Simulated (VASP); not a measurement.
Write the native input for VASP 6.6.1 that does the following.

```yaml
Task: single point
Functional: PBE
Potentials_or_basis: VASP PAW PBE potentials, release 64 (Mn_sv, O)
Cutoff: 600 eV
k_mesh: 14 × 14 × 6
Occupations: gaussian, width 0.05 eV
Spin: collinear spin, ferromagnetic start
Starting_moments: "[2.76, 0.0, 0.0] μB"
Dipole_correction: no
Further_INCAR_settings: ALGO = Normal; EDIFF = 1e-06; NBANDS = 24
```

The structure of MnO2 lies in POSCAR:

```
MnO2
1.0
    2.8744320181      0.0000000000      0.0000000000
   -1.4372160090      2.4893311491      0.0000000000
    0.0000000000      0.0000000000      5.2372373328
Mn O
1 2
Direct
    0.0000000000      0.0000000000      0.0000000000
    0.3333333333      0.6666666667      0.1824287741
    0.6666666667      0.3333333333      0.8175712259
```

These files were run (other wordings do the same):

INCAR

```
ALGO = Normal
EDIFF = 1E-6
ENCUT = 600
GGA = PE
GGA_COMPAT = F
ISIF = 2
ISMEAR = 0
ISPIN = 2
LASPH = T
LCHARG = F
LMAXMIX = 4
LORBIT = 11
LREAL = F
LWAVE = F
MAGMOM = 2.76 0 0
NBANDS = 24
NELM = 200
PREC = Accurate
SIGMA = 0.05
```

KPOINTS

```
k-points
0
Gamma
  14 14 6
```

Potentials or basis: VASP PAW PBE potentials, release 64 (Mn_sv, O).

The run is started by

```console
$ cat potpaw_PBE.64/Mn_sv/POTCAR potpaw_PBE.64/O/POTCAR > POTCAR
$ mpirun -np 1 vasp_std > vasp.out
```

It gave:

* Pressure: -0.8 GPa
* Largest force: 0.004 eV/Å
* Band gap on the k mesh: 0.99 eV (least direct gap 1.04 eV)
* Net moment: 3.00 μB per cell
* Site moments: Mn +2.74; O +0.04 μB
* Valence electrons inside the program's atomic spheres: Mn 12.75; O 4.99

Caveat: a cell with one magnetic atom can't hold antiferromagnetic order, which such compounds often take.

Wall time 5.2 min on 1 thread of Intel(R) Xeon(R) Platinum 8488C (Sapphire Rapids), with other jobs on the host, peak memory 0.33 GiB.
